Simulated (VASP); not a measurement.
# SnO2 (P4_2/mnm) in VASP: dielectric tensor with r2SCAN

Aim: the dielectric tensor of SnO2 with r2SCAN.

Everything below comes from runs of VASP 6.6.1. Logs are shortened: lines on timing, memory, paths and dates and some standing lists are left out, and cuts for length are marked.

## (1) The cell of the first run

It takes space group P4_2/mnm (No. 136, tetragonal). The conventional cell has a = 4.761 Å, b = 4.761 Å, c = 3.328 Å, α = 90.00°, β = 90.00°, γ = 90.00°. Within 2.7 Å of Sn (site symmetry mmm) lie 6 O at 2.07 to 2.11 Å. O (site symmetry m2m) has 3 Sn at 2.07 to 2.11 Å and 1 O at 2.60 Å within 2.7 Å.

## (2) Dielectric tensor, r2SCAN (uniaxial z strain +4.0%)

Input file INCAR:

```
SYSTEM = SnO2
PREC     = Accurate       ! precision mode
ENCUT    = 520            ! plane-wave cutoff, eV
EDIFF    = 1E-8           ! SCF threshold, eV
ISMEAR   = 0              ! smearing method
SIGMA    = 0.01           ! smearing width, eV
LREAL    = .False.        ! projectors in reciprocal space
LASPH    = .True.         ! aspherical terms in the spheres
NELM     = 60             ! most SCF steps
ALGO     = Normal         ! electronic algorithm
ISIF     = 2              ! what is computed and relaxed
LWAVE    = .False.        ! write WAVECAR
LCHARG   = .False.        ! write CHGCAR
METAGGA  = R2SCAN         ! meta-GGA
LMIXTAU  = .True.       
LCALCEPS = .True.       
KPAR     = 4
```

Input file KPOINTS:

```
Automatic mesh
0
Gamma
  4 4 6
  0 0 0
```

Input file POSCAR:

```
SnO2
1.0
    4.7605737245      0.0000000000      0.0000000000
    0.0000000000      4.7605737245      0.0000000000
    0.0000000000      0.0000000000      3.3280834819
Sn O
2 4
Direct
    0.0000000000      0.0000000000      0.0000000000
    0.5000000000      0.5000000000      0.5000000000
    0.3071497474      0.3071497474      0.0000000000
    0.1928502526      0.8071497474      0.5000000000
    0.8071497474      0.1928502526      0.5000000000
    0.6928502526      0.6928502526      0.0000000000
```

Potentials or basis: VASP PAW PBE potentials, release 64 (Sn_d, O).

On the command line:

```bash
$ cat potpaw_PBE.64/Sn_d/POTCAR potpaw_PBE.64/O/POTCAR > POTCAR
$ mpirun -np 4 vasp_std > vasp.out
```

OUTCAR:

```text
SYSTEM = SnO2
   PREC = Accurate
   ENCUT = 520
   EDIFF = 1E-8
   ISMEAR = 0
   LREAL = .False.
   LASPH = .True.
   NELM = 60
   ISIF = 2
   METAGGA = R2SCAN

 ion  position               nearest neighbor table
   1  0.000  0.000  0.000-   3 2.07   6 2.07   5 2.11   4 2.11   4 2.11   5 2.11   2 3.76   2 3.76
                             2 3.76   2 3.76   2 3.76   2 3.76   2 3.76   2 3.76
   2  0.500  0.500  0.500-   4 2.07   5 2.07   3 2.11   6 2.11   3 2.11   6 2.11   1 3.76   1 3.76
                             1 3.76   1 3.76   1 3.76   1 3.76   1 3.76   1 3.76
   3  0.307  0.307  0.000-   1 2.07   2 2.11   2 2.11
   4  0.193  0.807  0.500-   2 2.07   1 2.11   1 2.11
   5  0.807  0.193  0.500-   2 2.07   1 2.11   1 2.11
   6  0.693  0.693  0.000-   1 2.07   2 2.11   2 2.11

  LATTYP: Found a simple tetragonal cell.
 ALAT       =     4.7605737245
 C/A-ratio  =     0.6990929402

  Lattice vectors:

 A1 = (   4.7605737245,   0.0000000000,   0.0000000000)
 A2 = (   0.0000000000,   4.7605737245,   0.0000000000)
 A3 = (   0.0000000000,   0.0000000000,   3.3280834819)

Analysis of symmetry for initial positions (statically):
=====================================================================
 Subroutine PRICEL returns:
 Original cell was already a primitive cell.

 Routine SETGRP: Setting up the symmetry group for a
 simple tetragonal supercell.

 Subroutine GETGRP returns: Found 16 space group operations
 (whereof  8 operations were pure point group operations)
 out of a pool of 16 trial point group operations.

The static configuration has the point symmetry D_2h.
 The point group associated with its full space group is D_4h.

Analysis of symmetry for dynamics (positions and initial velocities):
=====================================================================
 Subroutine PRICEL returns:
 Original cell was already a primitive cell.

 Routine SETGRP: Setting up the symmetry group for a
 simple tetragonal supercell.

 Subroutine GETGRP returns: Found 16 space group operations
 (whereof  8 operations were pure point group operations)
 out of a pool of 16 trial point group operations.

The dynamic configuration has the point symmetry D_2h.
 The point group associated with its full space group is D_4h.

 Subroutine INISYM returns: Found 16 space group operations
 (whereof  8 operations are pure point group operations),
 and found     1 'primitive' translations

----------------------------------------------------------------------------------------

                                     Primitive cell

  volume of cell :      75.4246

  direct lattice vectors                    reciprocal lattice vectors
     4.760573725  0.000000000  0.000000000     0.210058715  0.000000000  0.000000000
     0.000000000  4.760573725  0.000000000     0.000000000  0.210058715  0.000000000
     0.000000000  0.000000000  3.328083482     0.000000000  0.000000000  0.300473232

  length of vectors
     4.760573725  4.760573725  3.328083482     0.210058715  0.210058715  0.300473232

  position of ions in fractional coordinates (direct lattice)
     0.000000000  0.000000000  0.000000000
     0.500000000  0.500000000  0.500000000
     0.307149747  0.307149747  0.000000000
     0.192850253  0.807149747  0.500000000
     0.807149747  0.192850253  0.500000000
     0.692850253  0.692850253  0.000000000

  ion indices of the primitive-cell ions
   primitive index   ion index
                 1           1
                 2           2
                 3           3
                 4           4
                 5           5
                 6           6

----------------------------------------------------------------------------------------

 KPOINTS: Automatic mesh

Automatic generation of k-mesh.
 Grid dimensions read from file:
 generate k-points for:    4    4    6

[... 59 lines left out ...]
   LASPH  =      T    aspherical Exc in radial PAW
   ENCUT  =  520.0 eV  38.22 Ry    6.18 a.u.   8.85  8.85  6.19*2*pi/ulx,y,z
   NELM   =     60;   NELMIN=  2; NELMDL= -5     # of ELM steps
   EDIFF  = 0.1E-07   stopping-criterion for ELM
   LREAL  =      F    real-space projection
   EDIFFG = 0.1E-06   stopping-criterion for IOM
   NSW    =      0    number of steps for IOM
   IBRION =     -1    ionic relax: 0-MD 1-quasi-New 2-CG
   NFREE  =      0    steps in history (QN), initial steepest desc. (CG)
   ISIF   =      2    stress and relaxation
   ISYM   =      2    0-nonsym 1-usesym 2-fastsym
   POTIM  = 0.5000    time-step for ionic-motion
   TEBEG  =    0.0;   TEEND  =   0.0 temperature during run
   PSTRESS=    0.0 pullay stress
   NELECT =      52.0000    total number of electrons
   NUPDOWN=      -1.0000    fix difference up-down
   EMIN   =  10.00;   EMAX   =-10.00  energy-range for DOS
   EFERMI =   0.00;   METHOD = LEGACY
   ISMEAR =     0;   SIGMA  =   0.01  broadening in eV -4-tet -1-fermi 0-gaus
   EFERMI_NEDOS =   21; number of points for ismear=-14 and -15
   IALGO  =     38    algorithm
   IMIX   =      4    mixing-type and parameters
     AMIX     =   0.40;   BMIX     =  1.00
     AMIX_MAG =   1.60;   BMIX_MAG =  1.00
  volume/ion in A,a.u.               =      12.57        84.83
  Fermi-wavevector in a.u.,A,eV,Ry     =   1.446233  2.732985 28.457818  2.091591
  Thomas-Fermi vector in A             =   2.564325
   LORBIT       =      0    0 simple, 1 ext, 2 COOP (PROOUT), +10 PAW based schemes
   METAGGA = R2SCAN    functional components
   LHFCALC =     F    Hartree Fock is set to
   AEXX    =    0.0000 exact exchange contribution
   IVDW    =     0    specifies the selected vdW correction
   LEPSILON=     F    determine dielectric tensor
   LRPA    =     F    only Hartree local field effects (RPA)
   LRPA       =     F
 non-spin polarized calculation
 Gauss-broadening in eV      SIGMA  =   0.01
  energy-cutoff  :      520.00
  volume of cell :       75.42
 maximum number of plane-waves:      2056
 NGX is ok and might be reduce to    36
   NGX = 17   NGY = 17   NGZ = 13

 Total electronic dipole moment: p[elc]=(     4.77367    -4.76057    -3.32808 ) |e| Angst

 number of electron      52.0000006 magnetization

 Free energy of the ion-electron system (eV)
  ---------------------------------------------------
  ext. energy  EPLUGINS =         0.00000000
  ---------------------------------------------------
  free energy    TOTEN  =       -84.47849667 eV

  energy without entropy =      -84.47849667  energy(sigma->0) =      -84.47849667

 E-fermi :   5.1883     XC(G=0): -11.7603

 val. band max:        5.1179638616   @ k =   0.0000   0.0000   0.0000
 cond. band min:   10000.0000000000   @ k =   0.0000   0.0000   0.0000
 fundamental gap:   9994.8820361384
 Fermi energy:         5.1883149551

 k-point     1 :       0.0000    0.0000    0.0000
  band No.  band energies     occupation
      1     -16.5285      2.00000
      2     -15.6613      2.00000
      3     -15.5128      2.00000
      4     -15.5128      2.00000
      5     -15.4988      2.00000
      6     -15.4985      2.00000
[... 805 lines left out ...]
     30   10000.0000      0.00000
     31   10000.0000      0.00000

------------------------ aborting loop because EDIFF is reached ----------------------------------------

            Ionic dipole moment: p[ion]=(   -33.32402   -33.32402   -43.26509 ) |e| Angst

 Total electronic dipole moment: p[elc]=(     4.76057     4.76057    -3.31344 ) |e| Angst

 MACROSCOPIC STATIC DIELECTRIC TENSOR (including local field effects)
 ------------------------------------------------------
           4.142134    -0.000000     0.000000
           0.000000     4.142134     0.000000
           0.000000     0.000000     4.512417
 ------------------------------------------------------

 PIEZOELECTRIC TENSOR (including local field effects) (e Angst)
          XX          YY          ZZ          XY          YZ          ZX
  --------------------------------------------------------------------------------
  x     0.00000     0.00000     0.00000     0.00000     0.00000     0.00000
  y     0.00000     0.00000     0.00000     0.00000     0.00000     0.00000
  z     0.00000     0.00000     0.00000     0.00000     0.00000     0.00000

 PIEZOELECTRIC TENSOR (including local field effects) (C/m^2)
          XX          YY          ZZ          XY          YZ          ZX
  --------------------------------------------------------------------------------
  x     0.00000     0.00000     0.00000     0.00000     0.00000     0.00000
  y     0.00000     0.00000     0.00000     0.00000     0.00000     0.00000
  z     0.00000     0.00000     0.00000     0.00000     0.00000     0.00000

 BORN EFFECTIVE CHARGES (including local field effects) (in |e|, cummulative output)
 ---------------------------------------------------------------------------------
 ion    1
    1     4.09364     0.36549     0.00000
    2     0.36549     4.09364     0.00000
    3     0.00000     0.00000     4.57417
 ion    2
    1     4.09364    -0.36549     0.00000
    2    -0.36549     4.09364     0.00000
    3     0.00000     0.00000     4.57417
 ion    3
    1    -2.04682    -0.67830     0.00000
    2    -0.67830    -2.04682     0.00000
    3     0.00000     0.00000    -2.28708
 ion    4
    1    -2.04682     0.67830     0.00000
    2     0.67830    -2.04682     0.00000
    3     0.00000     0.00000    -2.28708
 ion    5
    1    -2.04682     0.67830     0.00000
    2     0.67830    -2.04682     0.00000
    3     0.00000     0.00000    -2.28708
 ion    6
    1    -2.04682    -0.67830     0.00000
    2    -0.67830    -2.04682     0.00000
    3     0.00000     0.00000    -2.28708

  FORCE on cell =-STRESS in cart. coord.  units (eV):
  Direction    XX          YY          ZZ          XY          YZ          ZX
  --------------------------------------------------------------------------------------
  -------------------------------------------------------------------------------------
  Total       -2.2092174     -2.2092174     -6.6676712     -0.0000000      0.0000000      0.0000000
  in kB      -46.9284537    -46.9284537   -141.6354468     -0.0000000      0.0000000      0.0000000
  external PRESSURE =     -78.4974514 kB  Pullay stress =       0.0000000 kB

 VOLUME and BASIS-vectors are now :
 -----------------------------------------------------------------------------
  energy-cutoff  :      520.00
  volume of cell :       75.42
      direct lattice vectors                 reciprocal lattice vectors
     4.760573725  0.000000000  0.000000000     0.210058715  0.000000000  0.000000000
     0.000000000  4.760573725  0.000000000     0.000000000  0.210058715  0.000000000
     0.000000000  0.000000000  3.328083482     0.000000000  0.000000000  0.300473232

 POSITION                                       TOTAL-FORCE (eV/Angst)
 -----------------------------------------------------------------------------------
      0.00000      0.00000      0.00000         0.000000     -0.000000      0.000000
      2.38029      2.38029      1.66404         0.000000     -0.000000      0.000000
      1.46221      1.46221      0.00000        -0.005814     -0.005814     -0.000000
      0.91808      3.84250      1.66404         0.005814     -0.005814      0.000000
      3.84250      0.91808      1.66404        -0.005814      0.005814      0.000000
      3.29836      3.29836      0.00000         0.005814      0.005814      0.000000
 -----------------------------------------------------------------------------------
    total drift:                                0.000000      0.000000      0.000000

  FREE ENERGIE OF THE ION-ELECTRON SYSTEM (eV)
  ---------------------------------------------------
  free  energy   TOTEN  =       -84.4784966728 eV

  energy  without entropy=      -84.4784966728  energy(sigma->0) =      -84.47849667
```

Wall time 26 min (4 MPI ranks of Oxide Virtual Turin-like, shared host); peak memory 0.43 GiB.

What came out:

```
Band gap on the k mesh                  : 1.22 eV
Electronic dielectric tensor (diagonal) : 4.14, 4.14, 4.51
Born charges (mean of the diagonal)     : Sn +4.25; O -2.13 e
```

Electronic dielectric tensor:
```
4.14 0.00 0.00
0.00 4.14 0.00
0.00 0.00 4.51
```

Born effective charge tensors (e):
atom 1, Sn
```
4.09 0.37 0.00
0.37 4.09 0.00
0.00 0.00 4.57
```
atom 2, Sn
```
 4.09 -0.37  0.00
-0.37  4.09  0.00
 0.00  0.00  4.57
```
atom 3, O
```
-2.05 -0.68  0.00
-0.68 -2.05  0.00
 0.00  0.00 -2.29
```
atom 4, O
```
-2.05  0.68  0.00
 0.68 -2.05  0.00
 0.00  0.00 -2.29
```
atom 5, O
```
-2.05  0.68  0.00
 0.68 -2.05  0.00
 0.00  0.00 -2.29
```
atom 6, O
```
-2.05 -0.68  0.00
-0.68 -2.05  0.00
 0.00  0.00 -2.29
```

Dipole moments of the cell (e·Å, modulo the quantum): ionic -33.324, -33.324, -43.265; electronic 4.761, 4.761, -3.313

Caveat: the cell differs from its parent crystal (uniaxial z strain +4.0%); the structure was generated, so it needn't be the stable form of SnO2; the PAW data sets were made with another functional, which shifts forces and pressure a little; spin-orbit coupling is left out, which moves the levels of the heavy elements.

The gap in the log of VASP goes by the Fermi energy; the results here count the filled bands.